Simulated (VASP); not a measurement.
A run of VASP 6.6.1 is set up as follows.

The input INCAR:

```
SYSTEM = Te2Mo
PREC = Accurate ; ENCUT = 520
EDIFF = 1E-6 ; ISMEAR = 0
SIGMA = 0.1 ; LREAL = .FALSE.
LASPH = .TRUE. ; NELM = 60
ALGO = Normal ; ISIF = 2
LWAVE = .FALSE. ; LCHARG = .FALSE.
GGA = PE ; NBANDS = 35
```

KPOINTS

```
Automatic mesh
0
G
  4 4 4
  0 0 0
```

Contents of POSCAR:

```
Te2Mo
1.0
    0.0000000000      4.2055779821      4.2055779821
    4.2055779821      0.0000000000      4.2055779821
    4.2055779821      4.2055779821      0.0000000000
Te Mo
4 2
Direct
    0.6250000000      0.6250000000      0.6250000000
    0.1250000000      0.6250000000      0.6250000000
    0.6250000000      0.6250000000      0.1250000000
    0.6250000000      0.1250000000      0.6250000000
    0.0000000000      0.0000000000      0.0000000000
    0.2500000000      0.2500000000      0.2500000000
```

Potentials or basis: VASP PAW PBE potentials, release 64 (Te, Mo_sv).

Launch:

```sh
$ cat potpaw_PBE.64/Te/POTCAR potpaw_PBE.64/Mo_sv/POTCAR > POTCAR
$ mpirun -np 1 vasp_std > vasp.out
```

**Question.** Estimate the band gap on the k mesh.

**Answer.** Zero (bands 26 and 27 overlap by 0.83 eV).

**Question.** Predict the pressure.

**Answer.** -0.1 GPa.

Caveat: spin-orbit coupling is left out, which moves the levels of the heavy elements.
